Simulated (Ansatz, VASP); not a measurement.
**One calculation of BiTe, two programs**

Contents of POSCAR:

```
BiTe
1.0
    0.0000000000      3.2350000000      3.2350000000
    3.2350000000      0.0000000000      3.2350000000
    3.2350000000      3.2350000000      0.0000000000
Bi Te
1 1
Direct
    0.0154559505     -0.0154559505     -0.0154559505
    0.5000000000      0.5000000000      0.5000000000
```

INCAR.step1

```
SYSTEM = BiTe
  PREC = Accurate
  ENCUT = 520
  ISMEAR = 0
  SIGMA = 0.15
  LREAL = .FALSE.
  LASPH = .TRUE.
  NELM = 100
  NBANDS = 18
  GGA = PE
  ALGO = Normal
  EDIFF = 1E-4
  LWAVE = .TRUE.
  LCHARG = .FALSE.
```

The input INCAR.step2:

```
SYSTEM = BiTe
  PREC = Accurate
  ENCUT = 520
  EDIFF = 1E-7
  ISMEAR = 0
  SIGMA = 0.15
  LREAL = .FALSE.
  LASPH = .TRUE.
  NELM = 100
  ALGO = Normal
  ISIF = 2
  LWAVE = .FALSE.
  LCHARG = .FALSE.
  METAGGA = R2SCAN
  LMIXTAU = .TRUE.
  NBANDS = 18
  ISTART = 1
```

Contents of KPOINTS:

```
regular mesh
0
G
  14 14 14
  0 0 0
```

Input for Ansatz:

```yaml
crystal:
  lattice:
    - [0.0, 3.235, 3.235]
    - [3.235, 0.0, 3.235]
    - [3.235, 3.235, 0.0]
  atoms:
    - { symbol: Bi, position: [0.0154559505, -0.0154559505, -0.0154559505] }
    - { symbol: Te, position: [0.5, 0.5, 0.5] }
basis:
  ecutwfc: 500
kpoints:
  mp_grid: { grid: [14, 14, 14] }
hamiltonian:
  xc: r2scan
scf:
  occupations: { method: gaussian, width: 0.15 }
output:
  forces: true
  stress: true
  eigenvalues: true
```

Change from the starting cell: all Bi atoms moved -0.100 Å, as atom 1 along Cartesian [1 0 0].

Alike in both runs: task single point; functional r2SCAN; k mesh 14 × 14 × 14; occupations gaussian, width 0.15 eV; no spin polarisation.

```csv
,VASP,Ansatz
version,VASP 6.6.1,Ansatz 0.2.0
potentials or method,"VASP PAW PBE potentials, release 64 (Bi_d, Te), cutoff 520 eV","scalar-relativistic, plane waves, PAW"
valence electrons in the cell,21,31
```

```csv
,VASP,Ansatz,Ansatz less VASP
gap on the k mesh at the Fermi level (eV),none,none,-
pressure (GPa),0.1,0.2,+0.03
"traceless stress, the component that is largest in VASP (GPa)",0.14,0.13,-0.004
rms of the force components (eV/Å),0.148,0.147,-0.0011
```

VASP's potentials were made for PBE, not for r2SCAN. Atom by atom the forces differ by 0.001 eV/Å (rms over components). A gap of «none» marks a metal or a gap that the smearing closes. VASP's potentials hold 21 valence electrons a cell and Ansatz's 31, so a difference there can come from the potentials and not from the codes.

Neither program's run includes spin-orbit coupling.
